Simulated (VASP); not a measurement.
# TiAl (Pmmm) in VASP: further runs, part 2 of 2

VASP 6.6.1. Earlier steps stand in the parts before.

### 3 Single point, PBEsol (normal strain along x -0.0367, normal strain along y +0.1100)

The input, INCAR:

```
SYSTEM = TiAl
PREC = Accurate ; ENCUT = 520
EDIFF = 1E-7 ; ISMEAR = 0
SIGMA = 0.15 ; LREAL = .FALSE.
LASPH = .TRUE. ; NELM = 80
ALGO = Fast ; ISIF = 2
LWAVE = .FALSE. ; LCHARG = .FALSE.
GGA = PS ; NBANDS = 14
```

The input, KPOINTS:

```
Automatic mesh
0
G
  14 14 14
  0 0 0
```

The input, POSCAR:

```
TiAl
1.0
    3.0405369532      0.0000000000      0.0000000000
    0.0000000000      3.5035773052      0.0000000000
    0.0000000000      0.0000000000      3.1563759506
Ti Al
1 1
Direct
    0.0000000000      0.0000000000      0.0000000000
    0.5000000000      0.5000000000      0.5000000000
```

Potentials or basis: VASP PAW PBE potentials, release 64 (Ti_sv, Al).

On the command line:

```bash
cat potpaw_PBE.64/Ti_sv/POTCAR potpaw_PBE.64/Al/POTCAR > POTCAR
mpirun -np 1 vasp_std > vasp.out
```

OUTCAR:

```text
SYSTEM = TiAl
   PREC = Accurate
   ENCUT = 520
   EDIFF = 1E-7
   ISMEAR = 0
   LREAL = .FALSE.
   LASPH = .TRUE.
   NELM = 80
   ISIF = 2
   GGA = PS

 ion  position               nearest neighbor table
   1  0.000  0.000  0.000-   2 2.81   2 2.81   2 2.81   2 2.81   2 2.81   2 2.81   2 2.81   2 2.81

   2  0.500  0.500  0.500-   1 2.81   1 2.81   1 2.81   1 2.81   1 2.81   1 2.81   1 2.81   1 2.81

  LATTYP: Found a simple orthorhombic cell.
 ALAT       =     3.0405369532
 B/A-ratio  =     1.0380982041
 C/A-ratio  =     1.1522890066

  Lattice vectors:

 A1 = (  -3.0405369532,   0.0000000000,   0.0000000000)
 A2 = (   0.0000000000,   0.0000000000,   3.1563759506)
 A3 = (   0.0000000000,   3.5035773052,   0.0000000000)

Analysis of symmetry for initial positions (statically):
=====================================================================
 Subroutine PRICEL returns:
 Original cell was already a primitive cell.

 Routine SETGRP: Setting up the symmetry group for a
 simple orthorhombic supercell.

 Subroutine GETGRP returns: Found  8 space group operations
 (whereof  8 operations were pure point group operations)
 out of a pool of  8 trial point group operations.

The static configuration has the point symmetry D_2h.

Analysis of symmetry for dynamics (positions and initial velocities):
=====================================================================
 Subroutine PRICEL returns:
 Original cell was already a primitive cell.

 Routine SETGRP: Setting up the symmetry group for a
 simple orthorhombic supercell.

 Subroutine GETGRP returns: Found  8 space group operations
 (whereof  8 operations were pure point group operations)
 out of a pool of  8 trial point group operations.

The dynamic configuration has the point symmetry D_2h.

 Subroutine INISYM returns: Found  8 space group operations
 (whereof  8 operations are pure point group operations),
 and found     1 'primitive' translations

----------------------------------------------------------------------------------------

[... 119 lines left out ...]
   AEXX    =    0.0000 exact exchange contribution
   IVDW    =     0    specifies the selected vdW correction
   LEPSILON=     F    determine dielectric tensor
   LRPA    =     F    only Hartree local field effects (RPA)
 non-spin polarized calculation
 RMM-DIIS sequential band-by-band and
 Gauss-broadening in eV      SIGMA  =   0.15
  energy-cutoff  :      520.00
  volume of cell :       33.62
 maximum number of plane-waves:       929
 NGX is ok and might be reduce to    24
   NGX = 11   NGY = 13   NGZ = 11

 number of electron      14.9999997 magnetization

 Free energy of the ion-electron system (eV)
  ---------------------------------------------------
  ext. energy  EPLUGINS =         0.00000000
  ---------------------------------------------------
  free energy    TOTEN  =       -13.00534584 eV

  energy without entropy =      -12.97543405  energy(sigma->0) =      -12.99038994

 E-fermi :   8.0949     XC(G=0): -10.9903

 val. band max:        8.0928899911   @ k =   0.2143   0.2143   0.2857
 cond. band min:       8.0949565529   @ k =   0.0000   0.2143   0.2143
 fundamental gap:      0.0020665618
 Fermi energy:         8.0948962659

 k-point     1 :       0.0000    0.0000    0.0000
  band No.  band energies     occupation
      1     -48.5521      2.00000
      2     -24.9438      2.00000
      3     -24.8331      2.00000
      4     -24.7581      2.00000
      5      -0.8656      2.00000
      6       6.6702      2.00000
      7       6.9947      2.00000
      8       9.6568      0.00000
      9       9.8881      0.00000
     10      10.2866      0.00000
     11      10.4366      0.00000
     12      12.9983      0.00000
     13      14.0908      0.00000
     14      16.2906      0.00000
[... 377 lines left out ...]
      1     -48.5262      2.00000
      2     -25.0061      2.00000
      3     -24.9292      2.00000
      4     -24.8090      2.00000
      5       2.9009      2.00000
      6       3.5699      2.00000
      7       7.3030      2.00000
      8       7.8307      1.98725
      9       8.6563      0.00000
     10       9.7822      0.00000
     11      11.4982      0.00000
     12      13.9381      0.00000
     13      14.4420      0.00000
     14      17.0528      0.00000

 [... further k-points ...]
[... 5 lines left out ...]
  --------------------------------------------------------------------------------------
  -------------------------------------------------------------------------------------
  Total       -1.8200860     -0.3415410     -2.0799202      0.0000000      0.0000000      0.0000000
  in kB      -86.7264905    -16.2743125    -99.1075045      0.0000000      0.0000000      0.0000000
  external PRESSURE =     -67.3694358 kB  Pullay stress =       0.0000000 kB

 VOLUME and BASIS-vectors are now :
 -----------------------------------------------------------------------------
  energy-cutoff  :      520.00
  volume of cell :       33.62
      direct lattice vectors                 reciprocal lattice vectors
     3.040536953  0.000000000  0.000000000     0.328889277  0.000000000  0.000000000
     0.000000000  3.503577305  0.000000000     0.000000000  0.285422559  0.000000000
     0.000000000  0.000000000  3.156375951     0.000000000  0.000000000  0.316819040

 POSITION                                       TOTAL-FORCE (eV/Angst)
 -----------------------------------------------------------------------------------
      0.00000      0.00000      0.00000         0.000000      0.000000      0.000000
      1.52027      1.75179      1.57819         0.000000      0.000000      0.000000
 -----------------------------------------------------------------------------------
    total drift:                                0.000000      0.000000      0.000000

  FREE ENERGIE OF THE ION-ELECTRON SYSTEM (eV)
  ---------------------------------------------------
  free  energy   TOTEN  =       -13.0053458446 eV

  energy  without entropy=      -12.9754340454  energy(sigma->0) =      -12.99038994
```

stdout:

```text
POSCAR found type information on POSCAR TiAl
 POSCAR found :  2 types and       2 ions
 scaLAPACK will be used
 -----------------------------------------------------------------------------
[... 39 lines left out ...]
 num prob WARNING in EDDRMM: call to ZHEGV failed, returncode =   6  3      7
WARNING in EDDRMM: call to ZHEGV failed, returncode =   8  4      5
 num prob RMM:  29    -0.130053456219E+02   -0.15693E-06   -0.15922E-06 12277   0.409E-03    0.233E-03
 num prob RMM:  30    -0.130053457566E+02   -0.13461E-06   -0.14291E-06 12242   0.364E-03    0.212E-03
 num prob WARNING in EDDRMM: call to ZHEGV failed, returncode =   6  3     14
 num prob WARNING in EDDRMM: call to ZHEGV failed, returncode =   8  4      6
 num prob RMM:  31    -0.130053458446E+02   -0.88020E-07   -0.91822E-07 14232   0.374E-03
```

It took 2.8 min on 1 thread of Intel Xeon 6975P-C (Granite Rapids), shared host; peak memory 0.35 GiB.

Results:

| Quantity | Value |
| --- | --- |
| Free energy | -13.0053 eV |
| Pressure | -6.7 GPa |

Caveat: the cell differs from its parent crystal (normal strain along x -0.0367, normal strain along y +0.1100); the PAW data sets were made with another functional, which shifts forces and pressure a little.
